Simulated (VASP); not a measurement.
# MnO (Fm-3m) in VASP: a series of runs, part 2 of 2

VASP 6.6.1.

## (4) Relaxation of cell and atoms, PBEsol, collinear spin, ferromagnetic start, target pressure 5 GPa, at which the enthalpy is minimised

This run uses another cell than the first one, of 11.00 Å³/atom.

Input file INCAR:

```
  PREC = Accurate
  ENCUT = 600
  EDIFF = 1E-7
  ISMEAR = -1
  SIGMA = 0.05
  LREAL = F
  LASPH = T
  NELM = 150
  ALGO = Normal
  ISIF = 3
  LWAVE = F
  LCHARG = F
  ISPIN = 2
  MAGMOM = 4 0
  LORBIT = 11
  LMAXMIX = 4
  GGA = PS
  IBRION = 2
  NSW = 80
  EDIFFG = -0.01
  PSTRESS = 50.0
```

Input file KPOINTS:

```
regular mesh
0
Gamma
  10 10 10
```

Input file POSCAR:

```
MnO
1.0
    0.0000000000      2.2239077028      2.2239077028
    2.2239077028      0.0000000000      2.2239077028
    2.2239077028      2.2239077028      0.0000000000
Mn O
1 1
Direct
    0.0000000000      0.0000000000      0.0000000000
    0.5000000000      0.5000000000      0.5000000000
```

Potentials or basis: VASP PAW PBE potentials, release 64 (Mn_pv, O).

The run is started by

```console
> cat potpaw_PBE.64/Mn_pv/POTCAR potpaw_PBE.64/O/POTCAR > POTCAR
> mpirun -np 1 vasp_std > vasp.out
```

OUTCAR:

```text
PREC = Accurate
   ENCUT = 600
   EDIFF = 1E-7
   ISMEAR = -1
   LREAL = F
   LASPH = T
   NELM = 150
   ISIF = 3
   ISPIN = 2
   LORBIT = 11
   GGA = PS
   IBRION = 2
   NSW = 80
   EDIFFG = -0.01
   PSTRESS = 50.0

 ion  position               nearest neighbor table
   1  0.000  0.000  0.000-   2 2.22   2 2.22   2 2.22   2 2.22   2 2.22   2 2.22
   2  0.500  0.500  0.500-   1 2.22   1 2.22   1 2.22   1 2.22   1 2.22   1 2.22

  LATTYP: Found a face centered cubic cell.
 ALAT       =     4.4478154056

  Lattice vectors:

 A1 = (   0.0000000000,   2.2239077028,   2.2239077028)
 A2 = (   2.2239077028,   0.0000000000,   2.2239077028)
 A3 = (   2.2239077028,   2.2239077028,   0.0000000000)

Analysis of symmetry for initial positions (statically):
=====================================================================
 Subroutine PRICEL returns:
 Original cell was already a primitive cell.

 Routine SETGRP: Setting up the symmetry group for a
 face centered cubic supercell.

 Subroutine GETGRP returns: Found 48 space group operations
 (whereof 48 operations were pure point group operations)
 out of a pool of 48 trial point group operations.

The static configuration has the point symmetry O_h .

Analysis of symmetry for dynamics (positions and initial velocities):
=====================================================================
 Subroutine PRICEL returns:
 Original cell was already a primitive cell.

 Routine SETGRP: Setting up the symmetry group for a
 face centered cubic supercell.

 Subroutine GETGRP returns: Found 48 space group operations
 (whereof 48 operations were pure point group operations)
 out of a pool of 48 trial point group operations.

The dynamic configuration has the point symmetry O_h .

Analysis of structural, dynamic, and magnetic symmetry:
=====================================================================
 Subroutine PRICEL returns:
 Original cell was already a primitive cell.

[... 638 lines left out ...]
     10       7.1690      1.00000
     11       7.2912      1.00000
     12       7.8550      1.00000
     13      14.4895      0.00000
     14      18.5495      0.00000
     15      19.7959      0.00000

 [... further k-points ...]

 spin component 2

 k-point     1 :       0.0000    0.0000    0.0000
  band No.  band energies     occupation
      1     -36.9364      1.00000
      2     -36.9364      1.00000
      3     -36.9364      1.00000
      4     -11.9771      1.00000
      5       4.9240      1.00000
      6       4.9240      1.00000
      7       4.9240      1.00000
      8       9.1577      0.03861
      9       9.1577      0.03861
     10       9.1577      0.03861
     11       9.9276      0.00000
     12       9.9276      0.00000
     13      10.0851      0.00000
     14      23.6817      0.00000
[... 403 lines left out ...]
      4     -10.9536      1.00000
      5       1.5095      1.00000
      6       3.6205      1.00000
      7       3.8408      1.00000
      8       7.9256      1.00000
      9      10.6810      0.00000
     10      10.9971      0.00000
     11      11.0191      0.00000
     12      11.2222      0.00000
     13      15.8309      0.00000
     14      19.9550      0.00000
     15      21.4563      0.00000

 [... further k-points ...]

------------------------ aborting loop because EDIFF is reached ----------------------------------------

  FORCE on cell =-STRESS in cart. coord.  units (eV):
  Direction    XX          YY          ZZ          XY          YZ          ZX
  --------------------------------------------------------------------------------------
  -------------------------------------------------------------------------------------
  Total        0.6101121      0.6101121      0.6101121      0.0000000     -0.0000000      0.0000000
  in kB       50.2195892     50.2195892     50.2195892      0.0000000     -0.0000000      0.0000000
  external PRESSURE =       0.2195892 kB  Pullay stress =      50.0000000 kB

 VOLUME and BASIS-vectors are now :
 -----------------------------------------------------------------------------
  energy-cutoff  :      600.00
  volume of cell :       19.46
      direct lattice vectors                 reciprocal lattice vectors
     0.000000000  2.135038338  2.135038338    -0.234187832  0.234187832  0.234187832
     2.135038338 -0.000000000  2.135038338     0.234187832 -0.234187832  0.234187832
     2.135038338  2.135038338  0.000000000     0.234187832  0.234187832 -0.234187832

 POSITION                                       TOTAL-FORCE (eV/Angst)
 -----------------------------------------------------------------------------------
      2.13504      2.13504      4.27008         0.000000      0.000000      0.000000
      2.13504      2.13504      2.13504        -0.000000     -0.000000     -0.000000
 -----------------------------------------------------------------------------------
    total drift:                                0.000000      0.000000      0.000000

  FREE ENERGIE OF THE ION-ELECTRON SYSTEM (eV)
  ---------------------------------------------------
  free  energy   TOTEN  =       -17.2475836739 eV

  energy  without entropy=      -17.2407550049  energy(sigma->0) =      -17.24416934

  enthalpy is  TOTEN    =       -16.6401393875 eV   P V=        0.6074442864

 reached required accuracy - stopping structural energy minimisation

 total charge

# of ion       s       p       d       tot
------------------------------------------
    1        0.227   6.222   5.062  11.510
    2        1.555   3.434   0.000   4.989
--------------------------------------------------
tot          1.781   9.656   5.062  16.499

 magnetization (x)

# of ion       s       p       d       tot
------------------------------------------
    1        0.031   0.026   3.896   3.952
    2        0.032   0.132   0.000   0.164
--------------------------------------------------
tot          0.063   0.158   3.896   4.116
```

Run time: 2.6 min. Hardware: 1 thread of Intel Xeon 8259CL, shared host; peak memory 0.19 GiB.

What came out:

| Property | Result |
| --- | --- |
| Free energy | -17.2476 eV |
| Relaxed volume | 9.73 Å³/atom |
| Relaxed cell | a = 3.019 Å, b = 3.019 Å, c = 3.019 Å, α = 60.00°, β = 60.00°, γ = 60.00° |
| Space group after relaxing (to 0.1 Å) | Fm-3m (No. 225) |
| Energy change on relaxing (the run minimises the enthalpy) | -14.7 meV/atom |
| Ionic steps | 2 |
| Pressure after relaxing | 5.0 GPa |
| Net moment | 4.30 μB per cell |
| Site moments | Mn +3.95; O +0.16 μB |
| Valence electrons inside the program's atomic spheres | Mn 11.51; O 4.99 |

Step by step:
| step | energy change (eV) | largest force (eV/Å) | pressure (GPa) | volume (Å³) |
| --- | --- | --- | --- | --- |
| 1 | 0.0000 | 0.0000 | -7.07 | 22.00 |
| 2 | -0.0294 | 0.0000 | 5.02 | 19.46 |

Final structure:
```
Mn O
1.0
     0.00000    2.13504    2.13504
     2.13504    0.00000    2.13504
     2.13504    2.13504    0.00000
Mn O
1 1
Direct
  0.00000 0.00000 0.00000
  0.50000 0.50000 0.50000
```

Caveat: the cell is relaxed towards a set pressure, so the run minimises the enthalpy, not the energy; the PAW data sets were made with another functional, which shifts forces and pressure a little; a cell with one magnetic atom can't hold antiferromagnetic order, which such compounds often take; semilocal functionals often make such compounds metallic where correlation or magnetic order opens a gap, which also shifts bond lengths. With open d or f shells a metallic result of PBEsol can be an artefact of self-interaction; +U or a hybrid may open a gap.

## (5) The runs side by side

```csv
task,cell,cutoff (eV),gap on the mesh (eV),pressure (GPa),moment (μB)
single point,"a = 3.060 Å, angles 60.0°, 2 atoms",520,none,0.5,4.45
relaxation of cell and atoms,"relaxed from a = 3.145 Å, angles 60.0°, 2 atoms",600,none,-0.1,4.46
relaxation of cell and atoms,"relaxed to 5 GPa from a = 3.145 Å, angles 60.0°, 2 atoms",600,none,5.0,4.30
```

Alike in all rows: level PBEsol; potentials or basis VASP PAW PBE potentials, release 64 (Mn_pv, O); spin collinear, ferromagnetic start; k mesh 10 × 10 × 10; smearing fermi-dirac 0.05 eV.

Caveats: the PAW data sets were made with another functional, which shifts forces and pressure a little; a cell with one magnetic atom can't hold antiferromagnetic order, which such compounds often take; semilocal functionals often make such compounds metallic where correlation or magnetic order opens a gap, which also shifts bond lengths; the cell is relaxed towards a set pressure, so the run minimises the enthalpy, not the energy (at least some runs).

Total energies depend on the potentials used, so only differences within one code and one set of settings carry meaning.
